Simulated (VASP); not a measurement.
Wanted: the native input for a VASP 6.6.1 run.

* Task: single point
* Functional: PBE
* Dispersion: D3(BJ)
* Potentials or basis: VASP PAW PBE potentials, release 64 (Ba_sv, Te)
* Cutoff: 500 eV
* k mesh: 6 × 6 × 6
* Occupations: gaussian, width 0.01 eV
* Spin: no spin polarisation
* Dipole correction: no
* Further INCAR settings: ALGO = Normal; EDIFF = 1e-06; NBANDS = 15

The structure of BaTe lies in POSCAR:

```
BaTe
1.0
    0.0000000000      3.5200751937      3.5200751937
    3.5200751937      0.0000000000      3.5200751937
    3.5200751937      3.5200751937      0.0000000000
Ba Te
1 1
Direct
    0.0000000000      0.0000000000      0.0000000000
    0.5000000000      0.5000000000      0.5000000000
```

One way to write it, as run:

INCAR

```
SYSTEM = BaTe
PREC = Accurate ; ENCUT = 500
EDIFF = 1E-6 ; ISMEAR = 0
SIGMA = 0.01 ; LREAL = .False.
LASPH = .True. ; NELM = 120
ALGO = Normal ; ISIF = 2
LWAVE = .False. ; LCHARG = .False.
GGA = PE ; IVDW = 12
NBANDS = 15 ; GGA_COMPAT = .False.
```

KPOINTS

```
regular mesh
0
Gamma
  6 6 6
  0 0 0
```

Potentials or basis: VASP PAW PBE potentials, release 64 (Ba_sv, Te).

Command:

```sh
$ cat potpaw_PBE.64/Ba_sv/POTCAR potpaw_PBE.64/Te/POTCAR > POTCAR
$ mpirun -np 1 vasp_std > vasp.out
```

Results of the run:

```
Pressure                   : -0.6 GPa
Band gap on the k mesh     : 1.56 eV, indirect (least direct gap 1.94 eV)
Dispersion energy per atom : -0.306 eV
```

Caveat: three body term missing; spin-orbit coupling is left out, which moves the levels of the heavy elements.

It took 36 s on 1 thread of Intel Xeon 8259CL (shared host), peak memory 0.22 GiB.
